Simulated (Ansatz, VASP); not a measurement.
# GaGeO4: VASP beside Ansatz

```
Ga Ge O
1.0
     5.52493    0.00000    0.00000
    -2.76247    4.78473    0.00000
     0.00000    0.00000    2.74380
Ga Ge O
1 1 4
Direct
  0.00000 0.00000 0.00000
  0.33333 0.66667 0.00000
  0.66667 0.33333 0.00000
  0.48046 0.96093 0.50000
  0.03907 0.51954 0.50000
  0.48046 0.51954 0.50000
```

Change from the starting cell: species swapped into the PrMnNi4 type (P-6m2, No. 187).

Alike in both runs: functional PBE; k mesh 6 × 6 × 4; occupations gaussian, width 0.1 eV; no spin polarisation.

Ansatz relaxed the structure, and its values are those at the end. VASP's run is a single point on that final structure, the one shown.

```csv
,VASP,Ansatz
version,VASP 6.6.1,Ansatz 0.2.0
potentials or method,"VASP PAW PBE potentials, release 64 (Ga_d, Ge_d, O), cutoff 520 eV","scalar-relativistic, plane waves, PAW"
valence electrons in the cell,51,51
```

```tsv
	VASP	Ansatz	Ansatz less VASP
gap on the k mesh at the Fermi level (eV)	none	none	-
pressure (GPa)	0.4	0.2	-0.18
rms of the force components (eV/Å)	0.024	0.003	-0.0214
```

A gap of «none» marks a metal or a gap that the smearing closes. With one functional, cell and mesh, what is left measures potentials, basis and numerics.

The k mesh is coarse, so the values compare programs but aren't converged.
